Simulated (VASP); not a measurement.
Runs of VASP 6.6.1 on RbSi2. The structure is that of space group P4/mmm (No. 123), or close to it. The cells are those of the table. 

```csv
task,cell,k mesh,cutoff (eV),gap on the mesh (eV),pressure (GPa),relaxed volume (Å³/atom),largest force (eV/Å)
relaxation of cell and atoms,"relaxed from a = 4.968, b = 4.968, c = 4.520 Å, 3 atoms",10 × 10 × 10,600,none,0.0,(b),-
single point,"a = 4.968, b = 4.968, c = 4.520 Å, 3 atoms",12 × 12 × 8,520,none,0.0,-,-
single point,"a = 4.966, b = 4.966, c = 4.455 Å, 3 atoms",10 × 10 × 10,520,none,0.0,-,0.01
relaxation of cell and atoms,"relaxed from a = 4.312, b = 4.312, c = 5.575 Å, 3 atoms",12 × 12 × 8,600,none,0.0,(a),-
single point,"a = 4.312, b = 4.312, c = 5.575 Å, 3 atoms",4 × 4 × 4,520,none,2.4,-,0.09
```

Alike in all rows: level PBE+D3(BJ); potentials or basis VASP PAW PBE potentials, release 64 (Rb_sv, Si); no spin polarisation; smearing gaussian 0.1 eV.

Problem. Fill in the values left out.

Solution. (a) 37.22; (b) 36.63.

Caveats: some runs use coarse meshes; pairwise dispersion overbinds metals, which lowers pressure and volume.

A k mesh can miss the band edges, and the runs leave out spin-orbit coupling on Rb.

A gap of «none» marks levels without a gap at the run's occupations.
